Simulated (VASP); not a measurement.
Input of a VASP 6.6.1 run:

Contents of INCAR:

```
PREC     = Accurate       # precision mode
ENCUT    = 600            # plane-wave cutoff, eV
EDIFF    = 1E-6           # SCF threshold, eV
ISMEAR   = 0              # smearing method
SIGMA    = 0.02           # smearing width, eV
LREAL    = F              # projectors in reciprocal space
LASPH    = T              # aspherical terms in the spheres
NELM     = 120            # most SCF steps
ALGO     = Normal         # electronic algorithm
ISIF     = 2              # what is computed and relaxed
LWAVE    = F              # write WAVECAR
LCHARG   = T              # write CHGCAR
GGA      = PE             # functional
LELF     = T              # ELF
LVHAR    = T            
NBANDS   = 11             # bands
GGA_COMPAT= F
```

File KPOINTS:

```
Automatic mesh
0
Gamma
  10 10 10
```

File POSCAR:

```
SiC
1.0
    0.0000000000      2.1904483358      2.1904483358
    2.1904483358      0.0000000000      2.1904483358
    2.1904483358      2.1904483358      0.0000000000
Si C
1 1
Direct
    0.0000000000      0.0000000000      0.0000000000
    0.2500000000      0.2500000000      0.2500000000
```

Potentials or basis: VASP PAW PBE potentials, release 64 (Si, C).

The run is started by

```bash
$ cat potpaw_PBE.64/Si/POTCAR potpaw_PBE.64/C/POTCAR > POTCAR
$ mpirun -np 1 vasp_std > vasp.out
```

(1) What does it give for the pressure?

(2) Predict the band gap on the k mesh.

Results:

(1) -0.4 GPa.

(2) 1.37 eV, indirect (least direct gap 4.53 eV).

**Measured values to compare with.**

From “Insight into the structural, elastic and electronic properties of a new orthorhombic 6O-SiC polytype”, 2020, pmc:7200658, for a bulk crystal of SiC: band gap 2.4 eV (indirect).

A measured gap of SiC is 2.4 eV (indirect; quoted in “Insight into the structural, elastic and electronic properties of a new orthorhombic 6O-SiC polytype”, 2020, pmc:7200658); the calculated 1.37 eV misses it by -1.03 eV. The value is that of PBE on a finite k mesh, which can miss the band edges, without temperature or zero-point motion. Semilocal functionals fall short of measured gaps as a rule.
